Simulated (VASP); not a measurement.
AlN, 2 atoms in the cell. The structure is cubic, space group F-43m (No. 216). The conventional cell has a = 4.309 Å, b = 4.309 Å, c = 4.309 Å, α = 90.00°, β = 90.00°, γ = 90.00°. Al (site symmetry -43m) has 4 N at 1.87 Å within 2.5 Å. N (site symmetry -43m) has 4 Al at 1.87 Å within 2.5 Å. 

- Program: VASP 6.6.1
- Task: single point
- Functional: SVWN5
- Potentials or basis: VASP PAW PBE potentials, release 64 (Al, N_h)
- Cutoff: 1330 eV
- k mesh: 10 × 10 × 10
- Occupations: fermi-dirac, width 0.05 eV
- Spin: no spin polarisation
- Dipole correction: no
- Further INCAR settings: ALGO = Normal; EDIFF = 1e-06; NBANDS = 11

Potentials or basis: VASP PAW PBE potentials, release 64 (Al, N_h).

Run with:

```sh
$ cat potpaw_PBE.64/Al/POTCAR potpaw_PBE.64/N_h/POTCAR > POTCAR
$ mpirun -np 1 vasp_std > vasp.out
```

Hardware: 1 thread of Intel(R) Xeon(R) Platinum 8488C (Sapphire Rapids), with other jobs on the host.

Task: How long does it take, and how much memory?

Result: Wall time 21 s on 1 thread of Intel(R) Xeon(R) Platinum 8488C (Sapphire Rapids), on a shared host, peak memory 0.19 GiB. Counts: scf iterations 12, k points 47.
